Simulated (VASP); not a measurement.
# HfSi53 (a cell with a defect) in VASP: further runs, part 3 of 3

VASP 6.6.1. The steps go on from the part before.

### Step 5. Single point, PBE, collinear spin

INCAR

```
SYSTEM = HfSi53
PREC     = Accurate       ! precision mode
ENCUT    = 520            ! plane-wave cutoff, eV
EDIFF    = 1E-6           ! SCF threshold, eV
ISMEAR   = 0              ! smearing method
SIGMA    = 0.05           ! smearing width, eV
LREAL    = Auto         
LASPH    = .TRUE.         ! aspherical terms in the spheres
NELM     = 150            ! most SCF steps
ALGO     = Normal         ! electronic algorithm
ISIF     = 2              ! what is computed and relaxed
LWAVE    = .FALSE.        ! write WAVECAR
LCHARG   = .FALSE.        ! write CHGCAR
ISPIN    = 2              ! spin polarisation
MAGMOM   = 0.5 0 0 0 0 0 0 0 0 0 0 0 0 0 0 0 0 0 0 0 0 0 0 0 0 0 0 0.5 0.5 0 0.5 0 0 0 0 0 0.5 0 0 0 0 0 0 0 0 0 0 0 0 0 0 0 0 0 ! initial moments
LORBIT   = 11             ! projections on sites
LMAXMIX  = 4              ! l up to which the mixer works
GGA      = PE             ! functional
NBANDS   = 148            ! bands
```

KPOINTS

```
Automatic mesh
0
G
  1 1 1
  0 0 0
```

POSCAR

```
HfSi53
1.0
    0.0000000000      8.1406800000      8.1406800000
    8.1406800000      0.0000000000      8.1406800000
    8.1406800000      8.1406800000      0.0000000000
Hf Si
1 53
Direct
    0.2499316077      0.2502268791      0.2494042400
    0.2514895145      0.2513404387      0.5841052796
    0.2515728777      0.2514056051      0.9130024196
    0.2513655070      0.5835646587      0.2513269654
    0.2499855521      0.5832718238      0.5831907465
    0.2513098476      0.5842072494      0.9128428319
    0.2513852046      0.9126826824      0.2513558416
    0.2512338544      0.9132716386      0.5839140571
    0.2496503475      0.9166324720      0.9168166463
    0.5842576045      0.2515224323      0.2512907825
    0.5834149215      0.2500972916      0.5831687718
    0.5842042506      0.2516496231      0.9127553645
    0.5832241993      0.5834017880      0.2498666926
    0.5831766864      0.5835811661      0.5831008044
    0.5836615806      0.5837346439      0.9161424922
    0.5835512568      0.9136138146      0.2512300903
    0.5836063870      0.9164249292      0.5835742919
    0.5836649129      0.9163799499      0.9161450692
    0.9132992651      0.2515295123      0.2513470752
    0.9131995233      0.2515951754      0.5838455668
    0.9168835819      0.2497459002      0.9167714622
    0.9125017901      0.5845882130      0.2512695885
    0.9162481550      0.5837232710      0.5835703638
    0.9162587676      0.5838128563      0.9161483523
    0.9166752359      0.9167974484      0.2496869415
    0.9163241875      0.9163605534      0.5835672038
    0.9166046415      0.9169931129      0.9166802287
    0.1585735213      0.1578998602      0.1582850568
    0.1586276988      0.1586855701      0.5242487045
    0.1674147960      0.1671915072      0.8327328413
    0.1577458773      0.5250467228      0.1581564940
    0.1657006697      0.5002271324      0.5002936027
    0.1656995147      0.5003595298      0.8333846158
    0.1672158561      0.8322628417      0.1673404854
    0.1657508050      0.8334485278      0.5002758450
    0.1671574123      0.8328324388      0.8325631761
    0.5247360111      0.1589563333      0.1580987719
    0.5004072569      0.1658531423      0.5002276743
    0.5005152326      0.1658157130      0.8333479290
    0.5003201586      0.5003951775      0.1655842031
    0.4999609938      0.5000780173      0.4998378764
    0.5002596035      0.5005781623      0.8332715934
    0.5002696046      0.8335858557      0.1655813032
    0.5001461645      0.8338096923      0.5001941183
    0.4996886994      0.8334464462      0.8333063929
    0.8328789504      0.1673395753      0.1672966058
    0.8336178207      0.1658121752      0.5002933515
    0.8328184622      0.1675306123      0.8324867634
    0.8334083731      0.5004963763      0.1655830444
    0.8333723076      0.5005507503      0.5001853070
    0.8334156403      0.4997904567      0.8332975261
    0.8322327755      0.8331730806      0.1672120279
    0.8333431682      0.8334578131      0.4997027494
    0.8333848879      0.8335592139      0.8332814701
```

Potentials or basis: VASP PAW PBE potentials, release 64 (Hf_pv, Si).

Started as:

```console
$ cat potpaw_PBE.64/Hf_pv/POTCAR potpaw_PBE.64/Si/POTCAR > POTCAR
$ mpirun -np 1 vasp_gam > vasp.out
```

OUTCAR:

```text
SYSTEM = HfSi53
   PREC = Accurate
   ENCUT = 520
   EDIFF = 1E-6
   ISMEAR = 0
   LREAL = Auto
   LASPH = .TRUE.
   NELM = 150
   ISIF = 2
   ISPIN = 2
   LORBIT = 11
   GGA = PE

 ion  position               nearest neighbor table
   1  0.250  0.250  0.249-  37 2.58  28 2.58  31 2.58  29 2.58
   2  0.251  0.251  0.584-  29 2.32  30 2.34  32 2.34  38 2.34
   3  0.252  0.251  0.913-  28 2.32  30 2.34  39 2.34  33 2.34
   4  0.251  0.584  0.251-  31 2.32  34 2.34  40 2.34  32 2.34
   5  0.250  0.583  0.583-  41 2.35  35 2.35  33 2.35  32 2.35
   6  0.251  0.584  0.913-  31 2.32  36 2.34  33 2.34  42 2.34
[... 46 lines left out ...]
  53  0.833  0.833  0.500-  23 2.35  17 2.35  26 2.35  25 2.35
  54  0.833  0.834  0.833-  26 2.35  18 2.35  24 2.35  27 2.35

  LATTYP: Found a face centered cubic cell.
 ALAT       =    16.2813600000

  Lattice vectors:

 A1 = (   0.0000000000,   8.1406800000,   8.1406800000)
 A2 = (   8.1406800000,   0.0000000000,   8.1406800000)
 A3 = (   8.1406800000,   8.1406800000,   0.0000000000)

Analysis of symmetry for initial positions (statically):
=====================================================================
 Subroutine PRICEL returns:
 Original cell was already a primitive cell.

 Routine SETGRP: Setting up the symmetry group for a
 face centered cubic supercell.

 Subroutine GETGRP returns: Found  1 space group operations
 (whereof  1 operations were pure point group operations)
 out of a pool of 48 trial point group operations.

The static configuration has the point symmetry C_1 .

Analysis of symmetry for dynamics (positions and initial velocities):
=====================================================================
 Subroutine PRICEL returns:
 Original cell was already a primitive cell.

 Routine SETGRP: Setting up the symmetry group for a
 face centered cubic supercell.

 Subroutine GETGRP returns: Found  1 space group operations
 (whereof  1 operations were pure point group operations)
 out of a pool of 48 trial point group operations.

[... 380 lines left out ...]

 spin component 2

 k-point     1 :       0.0000    0.0000    0.0000
  band No.  band energies     occupation
      1     -24.5347      1.00000
      2     -24.5332      1.00000
      3     -24.5327      1.00000
      4      -6.0618      1.00000
      5      -4.7370      1.00000
      6      -4.7367      1.00000
[... 115 lines left out ...]
    122       7.3531      0.00000
    123       7.4058      0.00000
 [bands above 123 left out]

------------------------ aborting loop because EDIFF is reached ----------------------------------------

  FORCE on cell =-STRESS in cart. coord.  units (eV):
  Direction    XX          YY          ZZ          XY          YZ          ZX
  --------------------------------------------------------------------------------------
  -------------------------------------------------------------------------------------
  Total       32.5812940     32.5815546     32.5790634     -0.0012781     -0.0051404     -0.0117513
  in kB       48.3801115     48.3804985     48.3767992     -0.0018979     -0.0076331     -0.0174495
  external PRESSURE =      48.3791364 kB  Pullay stress =       0.0000000 kB

 VOLUME and BASIS-vectors are now :
 -----------------------------------------------------------------------------
  energy-cutoff  :      520.00
  volume of cell :     1078.98
      direct lattice vectors                 reciprocal lattice vectors
     0.000000000  8.140680000  8.140680000    -0.061419931  0.061419931  0.061419931
     8.140680000  0.000000000  8.140680000     0.061419931 -0.061419931  0.061419931
     8.140680000  8.140680000  0.000000000     0.061419931  0.061419931 -0.061419931

 POSITION                                       TOTAL-FORCE (eV/Angst)
 -----------------------------------------------------------------------------------
      4.06734      4.06493      4.07163         0.001743      0.000047     -0.000665
      6.80110      6.80231      4.09338        -0.002587     -0.004209     -0.009100
      9.47907      9.48043      4.09459        -0.000325      0.000340     -0.011214
      6.79659      4.09226      6.79690         0.005122     -0.012292     -0.000780
      9.49580      6.78262      6.78328         0.007149     -0.006140     -0.007129
     12.18701      9.47699      6.80168         0.009540      0.000125     -0.004153
[... 46 lines left out ...]
     10.85283     10.85190     13.56889         0.010886      0.010699     -0.010302
     13.56922     13.56780     13.57006        -0.010671     -0.008788     -0.011910
 -----------------------------------------------------------------------------------
    total drift:                                0.001842      0.007258     -0.000776

  FREE ENERGIE OF THE ION-ELECTRON SYSTEM (eV)
  ---------------------------------------------------
  free  energy   TOTEN  =      -280.2193730801 eV

  energy  without entropy=     -280.2193730801  energy(sigma->0) =     -280.21937308

 total charge

# of ion       s       p       d       tot
------------------------------------------
    1        0.379   6.244   1.714   8.337
    2        0.724   0.986   0.000   1.711
    3        0.724   0.986   0.000   1.710
    4        0.724   0.986   0.000   1.710
    5        0.718   0.987   0.000   1.705
    6        0.724   0.986   0.000   1.710
[... 46 lines left out ...]
   53        0.718   0.989   0.000   1.708
   54        0.718   0.989   0.000   1.708
--------------------------------------------------
tot         38.716  58.605   1.714  99.035

 magnetization (x)

# of ion       s       p       d       tot
------------------------------------------
    1        0.000   0.000  -0.000   0.000
    2       -0.000  -0.000   0.000  -0.000
    3       -0.000  -0.000   0.000  -0.000
    4       -0.000  -0.000   0.000  -0.000
    5        0.000   0.000   0.000   0.000
    6       -0.000  -0.000   0.000  -0.000
[... 46 lines left out ...]
   53        0.000   0.000   0.000   0.000
   54        0.000   0.000   0.000   0.000
--------------------------------------------------
tot         -0.000   0.000  -0.000   0.000
```

Run time: 25 min. Hardware: 1 thread of Oxide Virtual Turin-like, shared host; peak memory 1.7 GiB.

What came out:

| Property | Result |
| --- | --- |
| Free energy | -280.2194 eV |
| Pressure | 4.8 GPa |
| Largest force | 0.019 eV/Å |
| Band gap on the k mesh | 0.59 eV |
| Net moment | 0.00 μB per cell |
| Valence electrons inside the program's atomic spheres | Hf 8.34; Si 1.71, 1.70, 1.76 |

Forces on the atoms (eV/Å):
```
Hf   0.002  0.000 -0.001
Si  -0.003 -0.004 -0.009
Si   0.000  0.000 -0.011
Si   0.005 -0.012 -0.001
Si   0.007 -0.006 -0.007
Si   0.010  0.000 -0.004
Si   0.002 -0.006  0.002
Si   0.009 -0.001  0.005
Si   0.005 -0.008 -0.002
Si  -0.007 -0.001 -0.002
Si  -0.007  0.007 -0.007
Si   0.004  0.009 -0.002
Si  -0.006 -0.005  0.007
Si   0.006  0.009  0.007
Si   0.000  0.002 -0.009
Si   0.003  0.003  0.011
Si  -0.001 -0.010 -0.001
Si   0.011  0.001 -0.001
Si  -0.011  0.001 -0.002
Si  -0.003  0.010  0.004
Si  -0.007  0.001 -0.006
Si  -0.003  0.004  0.006
Si  -0.010  0.001  0.001
Si   0.000  0.012  0.000
Si  -0.006 -0.005  0.005
Si   0.000 -0.001  0.009
Si   0.002  0.007  0.006
Si   0.004 -0.006  0.002
Si  -0.001 -0.002 -0.006
Si   0.000  0.000  0.015
Si  -0.003  0.007  0.008
Si  -0.005  0.005  0.009
Si  -0.006  0.005  0.007
Si   0.000  0.015  0.001
Si  -0.004  0.004  0.005
Si  -0.014  0.000  0.000
Si  -0.005  0.000 -0.002
Si   0.007 -0.004  0.006
Si   0.006 -0.007  0.004
Si   0.005  0.004 -0.006
Si   0.001  0.001  0.000
Si  -0.006 -0.003 -0.006
Si   0.005  0.006 -0.004
Si  -0.009 -0.006 -0.007
Si  -0.009  0.011  0.012
Si   0.015  0.000  0.000
Si   0.005 -0.008  0.007
Si   0.000 -0.014 -0.001
Si   0.005  0.004 -0.006
Si  -0.004 -0.006 -0.008
Si   0.011 -0.011  0.009
Si   0.000 -0.002 -0.016
Si   0.011  0.011 -0.010
Si  -0.011 -0.009 -0.012
```

Caveat: the k points lie up to 0.67 Å⁻¹ apart; spin-orbit coupling is left out, which moves the levels of the heavy elements.
